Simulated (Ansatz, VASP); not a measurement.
## Two plane-wave programs on Rh

```
Rh
1.0
     2.70364    0.00000    0.00000
    -1.35182    2.34142    0.00000
     0.00000    0.00000    4.34862
Rh
2
Direct
  0.66667 0.33333 0.75000
  0.33333 0.66667 0.25000
```

Alike in both runs: functional r2SCAN; k mesh 18 × 18 × 10; occupations gaussian, width 0.1 eV; no spin polarisation.

Ansatz relaxed the structure, and its values are those at the end. VASP's run is a single point on that final structure, the one shown.

```csv
,VASP,Ansatz
version,VASP 6.6.1,Ansatz 0.2.0
potentials or method,"VASP PAW PBE potentials, release 64 (Rh_pv), cutoff 520 eV","scalar-relativistic, plane waves, PAW"
valence electrons in the cell,30,34
```

Ansatz gave:

- gap on the k mesh at the Fermi level (eV): none
- pressure (GPa): 0.0

Question: Estimate VASP's values.

Answer: gap on the k mesh at the Fermi level (eV): none; pressure (GPa): 1.2.

VASP's potentials were made for PBE, not for r2SCAN. A gap of «none» marks a metal or a gap that the smearing closes. VASP's potentials hold 30 valence electrons a cell and Ansatz's 34, so a difference there can come from the potentials and not from the codes.
